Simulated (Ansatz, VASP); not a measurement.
# One calculation of SiC3, two programs

```xyz
4
Lattice="2.7964 0.0000 0.0000 0.0000 2.7964 0.0000 0.0000 0.0000 4.0900" Properties=species:S:1:pos:R:3 pbc="T T T"
C     1.3982    0.0000    3.2159
C     1.3982    1.3982    0.0000
C     0.0000    1.3982    0.8742
Si    0.0000    0.0000    2.0450
```

Alike in both runs: task single point; functional r2SCAN; k mesh 8 × 8 × 6; no spin polarisation.

|  | VASP | Ansatz |
| --- | --- | --- |
| version | VASP 6.6.1 | Ansatz 0.2.0 |
| potentials or method | VASP PAW PBE potentials, release 64 (C, Si) | plane waves, PAW |
| plane-wave cutoff (eV) | 520 | 500 |
| occupations | gaussian, width 0.01 eV | fixed |
| valence electrons in the cell | 16 | 16 |

Ansatz gave:

* gap on the k mesh at the Fermi level (eV): 1.77
* pressure (GPa): 0.0
* traceless stress, the component that is largest in VASP (GPa): 0.00
* rms of the force components (eV/Å): 0.000

**Question.** What did VASP give for the same quantities?

**Answer.** gap on the k mesh at the Fermi level (eV): 1.78; pressure (GPa): 0.0; traceless stress, the component that is largest in VASP (GPa): -0.17; rms of the force components (eV/Å): 0.019.

VASP's potentials were made for PBE, not for r2SCAN. Atom by atom the forces differ by 0.019 eV/Å (rms over components).
